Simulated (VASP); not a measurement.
Write the native input for VASP 6.6.1 that does the following.

- Task: single point
- Functional: LDA
- Potentials or basis: VASP PAW LDA potentials, release 64 (Al, Au)
- Cutoff: 520 eV
- k mesh: 11 × 11 × 11
- Occupations: fermi-dirac, width 0.05 eV
- Spin: no spin polarisation
- Dipole correction: no
- Further INCAR settings: ALGO = Normal; EDIFF = 1e-06; NBANDS = 16

The structure of Al2Au lies in POSCAR:

```
Al2Au
1.0
    0.0000000000      3.0000000000      3.0600000000
    3.0000000000      0.0000000000      3.0600000000
    3.0000000000      3.0000000000      0.0000000000
Al Au
2 1
Direct
    0.2500000000      0.2500000000      0.2500000000
    0.7500000000      0.7500000000      0.7500000000
    0.0000000000      0.0000000000      0.0000000000
```

This cell differs from its parent crystal: zz strain of +2 %.

These files were run (other wordings do the same):

INCAR

```
SYSTEM = Al2Au
ALGO = Normal ; EDIFF = 1E-6
ENCUT = 520 ; GGA = CA
ISIF = 2 ; ISMEAR = -1
LASPH = .TRUE. ; LCHARG = .TRUE.
LELF = .TRUE. ; LREAL = .FALSE.
LVHAR = .TRUE. ; LWAVE = .FALSE.
NBANDS = 16 ; NELM = 100
PREC = Accurate ; SIGMA = 0.05
```

KPOINTS

```
k-points
0
G
  11 11 11
  0 0 0
```

Potentials or basis: VASP PAW LDA potentials, release 64 (Al, Au).

The run is started by

```sh
$ cat potpaw_LDA.64/Al/POTCAR potpaw_LDA.64/Au/POTCAR > POTCAR
$ mpirun -np 1 vasp_std > vasp.out
```

Results of the run:

The pressure is -4.4 GPa and the band gap on the k mesh is zero (an odd number of electrons rules out a gap without spin polarisation).

Caveat: the cell differs from its parent crystal (zz strain of +2 %); the cell stands under tension; spin-orbit coupling is left out, which moves the levels of the heavy elements.

Run time: 85 s on 1 thread of Intel Xeon 8259CL, on a shared host, peak memory 0.23 GiB.
